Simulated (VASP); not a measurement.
A run of VASP 6.6.1 is set up as follows.

POSCAR

```
SrO
1.0
    0.0000000000      2.5798927166      2.5798927166
    2.5798927166      0.0000000000      2.5798927166
    2.5798927166      2.5798927166      0.0000000000
Sr O
1 1
Direct
    0.5000000000      0.5000000000      0.5000000000
    0.0000000000      0.0000000000      0.0000000000
```

INCAR.step1

```
SYSTEM = SrO
PREC     = Accurate       ! precision mode
ENCUT    = 520            ! plane-wave cutoff, eV
ISMEAR   = 0              ! smearing method
SIGMA    = 0.01           ! smearing width, eV
LREAL    = .False.        ! projectors in reciprocal space
LASPH    = .True.         ! aspherical terms in the spheres
NELM     = 100            ! most SCF steps
NBANDS   = 15             ! bands
GGA      = PE             ! functional
ALGO     = Normal         ! electronic algorithm
EDIFF    = 1E-4           ! SCF threshold, eV
LWAVE    = .True.         ! write WAVECAR
LCHARG   = .False.        ! write CHGCAR
```

The input INCAR.step2:

```
SYSTEM = SrO
PREC     = Accurate       ! precision mode
ENCUT    = 520            ! plane-wave cutoff, eV
EDIFF    = 1E-6           ! SCF threshold, eV
ISMEAR   = 0              ! smearing method
SIGMA    = 0.01           ! smearing width, eV
LREAL    = .False.        ! projectors in reciprocal space
LASPH    = .True.         ! aspherical terms in the spheres
NELM     = 100            ! most SCF steps
ALGO     = Normal         ! electronic algorithm
ISIF     = 2              ! what is computed and relaxed
LWAVE    = .False.        ! write WAVECAR
LCHARG   = .True.         ! write CHGCAR
METAGGA  = R2SCAN         ! meta-GGA
LMIXTAU  = .True.       
LELF     = .True.         ! ELF
LVHAR    = .True.       
NBANDS   = 15             ! bands
ISTART   = 1
```

The input KPOINTS:

```
Automatic mesh
0
Gamma
  6 6 6
  0 0 0
```

Potentials or basis: VASP PAW PBE potentials, release 64 (Sr_sv, O).

Run with:

```bash
$ cat potpaw_PBE.64/Sr_sv/POTCAR potpaw_PBE.64/O/POTCAR > POTCAR
$ cp INCAR.step1 INCAR
$ mpirun -np 1 vasp_std > vasp.out
$ cp INCAR.step2 INCAR
$ mpirun -np 1 vasp_std > vasp.out
```

(1) Predict the pressure.

(2) What does it give for the band gap on the k mesh?

Answers

(1) 0.5 GPa.

(2) 3.75 eV, indirect (least direct gap 3.84 eV).

Caveat: the PAW data sets were made with another functional, which shifts forces and pressure a little.
